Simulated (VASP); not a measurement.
# Pt2SeO2 (P-3m1) in VASP: single point with r2SCAN

Aim: the single point of Pt2SeO2 with r2SCAN.

All numbers are computed with VASP 6.6.1; they aren't measurements. Logs are shortened: lines on timing, memory, paths and dates and some standing lists are left out, and cuts for length are marked.

### Step 1. The cell of the first run

The structure is trigonal, space group P-3m1 (No. 164). Conventional cell: a = 3.522 Å, b = 3.522 Å, c = 6.449 Å, α = 90.00°, β = 90.00°, γ = 120.00°. Within 3.1 Å of O (site symmetry 3m) lie 4 Pt at 2.14 to 2.68 Å and 3 O at 2.86 Å and 3 Se at 3.01 Å. Pt (site symmetry 3m) has 4 O at 2.14 to 2.68 Å and 3 Se at 2.56 Å within 2.8 Å. Se (site symmetry -3m) has 6 Pt at 2.56 Å and 6 O at 3.01 Å and 6 Se at 3.52 Å within 3.6 Å.

### Step 2. Single point, r2SCAN

POSCAR

```
Pt2SeO2
1.0
    3.5224748728      0.0000002862      0.0000000000
   -1.7612376843      3.0505525809      0.0000000000
    0.0000000000      0.0000000000      6.4491939117
O Pt Se
2 2 1
Direct
    0.3333333333      0.6666666667      0.6554295216
    0.6666666667      0.3333333333      0.3445704784
    0.3333333333      0.6666666667      0.2403448909
    0.6666666667      0.3333333333      0.7596551091
    0.0000000000      0.0000000000      0.0000000000
```

INCAR.step1

```
ALGO     = Normal         # electronic algorithm
EDIFF    = 1E-4           # SCF threshold, eV
ENCUT    = 520            # plane-wave cutoff, eV
GGA      = PE             # functional
ISMEAR   = -1             # smearing method
LASPH    = True           # aspherical terms in the spheres
LCHARG   = False          # write CHGCAR
LREAL    = False          # projectors in reciprocal space
LWAVE    = True           # write WAVECAR
NBANDS   = 27             # bands
NELM     = 100            # most SCF steps
PREC     = Accurate       # precision mode
SIGMA    = 0.1            # smearing width, eV
```

INCAR.step2

```
ALGO     = Normal         # electronic algorithm
EDIFF    = 1E-7           # SCF threshold, eV
ENCUT    = 520            # plane-wave cutoff, eV
ISIF     = 2              # what is computed and relaxed
ISMEAR   = -1             # smearing method
ISTART   = 1            
LASPH    = True           # aspherical terms in the spheres
LCHARG   = False          # write CHGCAR
LMIXTAU  = True         
LREAL    = False          # projectors in reciprocal space
LWAVE    = False          # write WAVECAR
METAGGA  = R2SCAN         # meta-GGA
NBANDS   = 27             # bands
NELM     = 100            # most SCF steps
PREC     = Accurate       # precision mode
SIGMA    = 0.1            # smearing width, eV
```

KPOINTS

```
k-points
0
Gamma
  9 9 4
```

Potentials or basis: VASP PAW PBE potentials, release 64 (O, Pt, Se).

Started as:

```console
> cat potpaw_PBE.64/O/POTCAR potpaw_PBE.64/Pt/POTCAR potpaw_PBE.64/Se/POTCAR > POTCAR
> cp INCAR.step1 INCAR
> mpirun -np 1 vasp_std > vasp.out
> cp INCAR.step2 INCAR
> mpirun -np 1 vasp_std > vasp.out
```

OUTCAR:

```text
EDIFF = 1E-7
   ENCUT = 520
   ISIF = 2
   ISMEAR = -1
   ISTART = 1
   LASPH = True
   LREAL = False
   METAGGA = R2SCAN
   NELM = 100
   PREC = Accurate

 ion  position               nearest neighbor table
   1  0.333  0.667  0.655-   4 2.14   4 2.14   4 2.14   3 2.68
   2  0.667  0.333  0.345-   3 2.14   3 2.14   3 2.14   4 2.68
   3  0.333  0.667  0.240-   2 2.14   2 2.14   2 2.14   5 2.56   5 2.56   5 2.56   1 2.68
   4  0.667  0.333  0.760-   1 2.14   1 2.14   1 2.14   5 2.56   5 2.56   5 2.56   2 2.68
   5  0.000  0.000  0.000-   3 2.56   4 2.56   3 2.56   4 2.56   4 2.56   3 2.56

  LATTYP: Found a hexagonal cell.
 ALAT       =     3.5224748728
 C/A-ratio  =     1.8308700969

  Lattice vectors:

 A1 = (   3.5224748728,   0.0000002862,   0.0000000000)
 A2 = (  -1.7612376843,   3.0505525809,   0.0000000000)
 A3 = (   0.0000000000,   0.0000000000,   6.4491939117)

Analysis of symmetry for initial positions (statically):
=====================================================================
 Subroutine PRICEL returns:
 Original cell was already a primitive cell.

 Routine SETGRP: Setting up the symmetry group for a
 hexagonal supercell.

 Subroutine GETGRP returns: Found 12 space group operations
 (whereof 12 operations were pure point group operations)
 out of a pool of 24 trial point group operations.

The static configuration has the point symmetry D_3d.

Analysis of symmetry for dynamics (positions and initial velocities):
=====================================================================
 Subroutine PRICEL returns:
 Original cell was already a primitive cell.

 Routine SETGRP: Setting up the symmetry group for a
 hexagonal supercell.

 Subroutine GETGRP returns: Found 12 space group operations
 (whereof 12 operations were pure point group operations)
 out of a pool of 24 trial point group operations.

The dynamic configuration has the point symmetry D_3d.

 Subroutine INISYM returns: Found 12 space group operations
 (whereof 12 operations are pure point group operations),
 and found     1 'primitive' translations

----------------------------------------------------------------------------------------

                                     Primitive cell

  volume of cell :      69.2998

  direct lattice vectors                    reciprocal lattice vectors
     3.522474873  0.000000286  0.000000000     0.283891295  0.163904746  0.000000000
    -1.761237684  3.050552581  0.000000000    -0.000000027  0.327809447  0.000000000
     0.000000000  0.000000000  6.449193912     0.000000000  0.000000000  0.155058138

  length of vectors
     3.522474873  3.522474873  6.449193912     0.327809447  0.327809447  0.155058138

  position of ions in fractional coordinates (direct lattice)
     0.333333333  0.666666667  0.655429522
     0.666666667  0.333333333  0.344570478
     0.333333333  0.666666667  0.240344891
     0.666666667  0.333333333  0.759655109
     0.000000000  0.000000000  0.000000000

  ion indices of the primitive-cell ions
   primitive index   ion index
                 1           1
                 2           2
                 3           3
                 4           4
                 5           5

----------------------------------------------------------------------------------------

 KPOINTS: k-points

Automatic generation of k-mesh.
 Grid dimensions read from file:
 generate k-points for:    9    9    4

 Generating k-lattice:

  Cartesian coordinates                     Fractional coordinates (reciprocal lattice)
     0.031543477  0.018211638  0.000000000     0.111111111 -0.000000000  0.000000000
    -0.000000003  0.036423272  0.000000000     0.000000000  0.111111111  0.000000000
     0.000000000  0.000000000  0.038764535     0.000000000  0.000000000  0.250000000

  Length of vectors
     0.036423272  0.036423272  0.038764535

  Shift w.r.t. Gamma in fractional coordinates (k-lattice)
     0.000000000  0.000000000  0.000000000

 Subroutine IBZKPT returns following result:
 ===========================================

 Found     43 irreducible k-points:

 Following reciprocal coordinates:
            Coordinates               Weight
  0.000000  0.000000  0.000000      1.000000
  0.111111 -0.000000  0.000000      6.000000
  0.222222 -0.000000  0.000000      6.000000
  0.333333  0.000000  0.000000      6.000000
  0.444444 -0.000000  0.000000      6.000000
  0.111111  0.111111  0.000000      6.000000
[... 16 lines left out ...]
  0.222222  0.111111  0.250000     12.000000
 -0.111111  0.333333  0.250000     12.000000
 [... further k-points ...]
   k-points           NKPTS =     43   k-points in BZ     NKDIM =     43   number of bands    NBANDS=     27
   number of dos      NEDOS =    301   number of ions     NIONS =      5
   total plane-waves  NPLWV =  37632
   dimension x,y,z NGX =    28 NGY =   28 NGZ =   48
   dimension x,y,z NGXF=    56 NGYF=   56 NGZF=   96
   ions per type =               2   2   1
   NGX,Y,Z   is equivalent  to a cutoff of  13.21, 13.21, 12.37 a.u.
   NGXF,Y,Z  is equivalent  to a cutoff of  26.43, 26.43, 24.75 a.u.
 SYSTEM =  unknown system
   PREC   = accura    normal or accurate (medium, high low for compatibility)
   ISTART =      1    job   : 0-new  1-cont  2-samecut
   ICHARG =      0    charge: 1-file 2-atom 10-const
   ISPIN  =      1    spin polarized calculation?
   LNONCOLLINEAR =      F non collinear calculations
   LSORBIT =      F    spin-orbit coupling
   LASPH  =      T    aspherical Exc in radial PAW
   ENCUT  =  520.0 eV  38.22 Ry    6.18 a.u.   6.55  6.55 11.99*2*pi/ulx,y,z
   NELM   =    100;   NELMIN=  2; NELMDL=  0     # of ELM steps
   EDIFF  = 0.1E-06   stopping-criterion for ELM
   LREAL  =      F    real-space projection
   EDIFFG = 0.1E-05   stopping-criterion for IOM
   NSW    =      0    number of steps for IOM
   IBRION =     -1    ionic relax: 0-MD 1-quasi-New 2-CG
   NFREE  =      0    steps in history (QN), initial steepest desc. (CG)
   ISIF   =      2    stress and relaxation
   ISYM   =      2    0-nonsym 1-usesym 2-fastsym
   POTIM  = 0.5000    time-step for ionic-motion
   TEBEG  =    0.0;   TEEND  =   0.0 temperature during run
   PSTRESS=    0.0 pullay stress
   NELECT =      38.0000    total number of electrons
   NUPDOWN=      -1.0000    fix difference up-down
   EMIN   =  10.00;   EMAX   =-10.00  energy-range for DOS
   EFERMI =   0.00;   METHOD = LEGACY
   ISMEAR =    -1;   SIGMA  =   0.10  broadening in eV -4-tet -1-fermi 0-gaus
   EFERMI_NEDOS =   21; number of points for ismear=-14 and -15
   IALGO  =     38    algorithm
   IMIX   =      4    mixing-type and parameters
     AMIX     =   0.40;   BMIX     =  1.00
     AMIX_MAG =   1.60;   BMIX_MAG =  1.00
  volume/ion in A,a.u.               =      13.86        93.53
  Fermi-wavevector in a.u.,A,eV,Ry     =   1.339961  2.532159 24.429189  1.795495
  Thomas-Fermi vector in A             =   2.468311
   LORBIT       =      0    0 simple, 1 ext, 2 COOP (PROOUT), +10 PAW based schemes
   METAGGA = R2SCAN    functional components
   LHFCALC =     F    Hartree Fock is set to
   AEXX    =    0.0000 exact exchange contribution
   IVDW    =     0    specifies the selected vdW correction
   LEPSILON=     F    determine dielectric tensor
   LRPA    =     F    only Hartree local field effects (RPA)
 non-spin polarized calculation
  energy-cutoff  :      520.00
  volume of cell :       69.30
 maximum number of plane-waves:      1907
 NGX is ok and might be reduce to    28
   NGX = 13   NGY = 13   NGZ = 23

 number of electron      37.9999989 magnetization

 Free energy of the ion-electron system (eV)
  ---------------------------------------------------
  ext. energy  EPLUGINS =         0.00000000
  ---------------------------------------------------
  free energy    TOTEN  =      -129.03731471 eV

  energy without entropy =     -128.92785937  energy(sigma->0) =     -128.98258704

 E-fermi :   6.7323     XC(G=0): -12.4604

 val. band max:        6.7147124765   @ k =   0.4444  -0.0000   0.2500
 cond. band min:       6.7684349991   @ k =   0.1111   0.1111   0.2500
 fundamental gap:      0.0537225226
 Fermi energy:         6.7322842438

 k-point     1 :       0.0000    0.0000    0.0000
  band No.  band energies     occupation
      1     -13.2400      2.00000
      2     -12.6145      2.00000
      3      -8.7228      2.00000
      4       0.0231      2.00000
      5       0.0231      2.00000
      6       0.1886      2.00000
[... 19 lines left out ...]
     26      16.8733      0.00000
     27      16.8733      0.00000

 k-point     2 :       0.1111   -0.0000    0.0000
  band No.  band energies     occupation
      1     -13.1773      2.00000
      2     -12.5911      2.00000
      3      -8.6749      2.00000
      4      -0.4992      2.00000
      5       0.0635      2.00000
      6       0.1485      2.00000
[... 19 lines left out ...]
     26      16.2671      0.00000
     27      17.3579      0.00000

 k-point     3 :       0.2222   -0.0000    0.0000
  band No.  band energies     occupation
      1     -13.0187      2.00000
      2     -12.5396      2.00000
      3      -8.5212      2.00000
      4      -0.8578      2.00000
      5       0.1538      2.00000
      6       0.4692      2.00000
[... 19 lines left out ...]
     26      16.3268      0.00000
     27      17.2577      0.00000

 k-point     4 :       0.3333    0.0000    0.0000
  band No.  band energies     occupation
      1     -12.8338      2.00000
      2     -12.5000      2.00000
      3      -8.2730      2.00000
      4      -0.7953      2.00000
      5      -0.1094      2.00000
      6       0.6351      2.00000
[... 19 lines left out ...]
     26      16.4308      0.00000
     27      18.4249      0.00000
[... 516 lines left out ...]
      4      -0.7254      2.00000
      5       0.1399      2.00000
      6       0.2156      2.00000
[... 19 lines left out ...]
     26      15.2186      0.00000
     27      17.5055      0.00000

 k-point    23 :       0.2222    0.1111    0.2500
  band No.  band energies     occupation
      1     -12.8751      2.00000
      2     -12.5290      2.00000
      3      -8.3750      2.00000
      4      -0.6973      2.00000
      5       0.2220      2.00000
      6       0.4047      2.00000
[... 19 lines left out ...]
     26      16.0521      0.00000
     27      17.3944      0.00000

 k-point    24 :      -0.1111    0.3333    0.2500
  band No.  band energies     occupation
      1     -12.8769      2.00000
      2     -12.5273      2.00000
      3      -8.3724      2.00000
      4      -0.7917      2.00000
      5       0.0958      2.00000
      6       0.5547      2.00000
[... 19 lines left out ...]
     26      16.1146      0.00000
     27      16.7575      0.00000

 [... further k-points ...]

------------------------ aborting loop because EDIFF is reached ----------------------------------------

  FORCE on cell =-STRESS in cart. coord.  units (eV):
  Direction    XX          YY          ZZ          XY          YZ          ZX
  --------------------------------------------------------------------------------------
  -------------------------------------------------------------------------------------
  Total        0.3248290      0.3248290      0.0757726     -0.0000000      0.0000000      0.0000000
  in kB        7.5098892      7.5098892      1.7518247     -0.0000000      0.0000000      0.0000000
  external PRESSURE =       5.5905343 kB  Pullay stress =       0.0000000 kB

 VOLUME and BASIS-vectors are now :
 -----------------------------------------------------------------------------
  energy-cutoff  :      520.00
  volume of cell :       69.30
      direct lattice vectors                 reciprocal lattice vectors
     3.522474873  0.000000286  0.000000000     0.283891295  0.163904746  0.000000000
    -1.761237684  3.050552581  0.000000000    -0.000000027  0.327809447  0.000000000
     0.000000000  0.000000000  6.449193912     0.000000000  0.000000000  0.155058138

 POSITION                                       TOTAL-FORCE (eV/Angst)
 -----------------------------------------------------------------------------------
     -0.00000      2.03370      4.22699        -0.000000      0.000000     -0.016980
      1.76124      1.01685      2.22220         0.000000      0.000000      0.016980
     -0.00000      2.03370      1.55003        -0.000000      0.000000      0.026377
      1.76124      1.01685      4.89916         0.000000     -0.000000     -0.026377
      0.00000      0.00000      0.00000         0.000000      0.000000      0.000000
 -----------------------------------------------------------------------------------
    total drift:                                0.000000      0.000000     -0.000000

  FREE ENERGIE OF THE ION-ELECTRON SYSTEM (eV)
  ---------------------------------------------------
  free  energy   TOTEN  =      -129.0373147133 eV

  energy  without entropy=     -128.9278593750  energy(sigma->0) =     -128.98258704
```

It took 5.1 min on 1 thread of Intel Xeon Platinum 8259CL at 2.50GHz (Skylake/Cascade Lake), shared host; peak memory 0.25 GiB.

What came out:

```
Free energy            : -129.0373 eV
Pressure               : 0.6 GPa
Largest force          : 0.026 eV/Å
Band gap on the k mesh : zero (bands 19 and 20 overlap by 1.36 eV)
```

Forces in eV/Å, atoms in the order of the input:
```
O    0.000  0.000 -0.017
O    0.000  0.000  0.017
Pt   0.000  0.000  0.026
Pt   0.000  0.000 -0.026
Se   0.000  0.000  0.000
```

Levels at points of the mesh, in eV from the Fermi level:
```csv
k point,band 16,band 17,band 18,band 19,band 20,band 21,band 22,band 23
"(0.00, 0.00, 0.00)",-1.26,-1.22,-1.09,0.63,0.63,2.67,3.11,3.11
"(0.00, 0.00, 0.50)",-1.73,-1.73,-0.29,0.82,0.82,3.20,3.20,4.43
```

Caveat: the PAW data sets were made with another functional, which shifts forces and pressure a little; spin-orbit coupling is left out, which moves the levels of the heavy elements.

The gap in the log of VASP goes by the Fermi energy; the results here count the filled bands.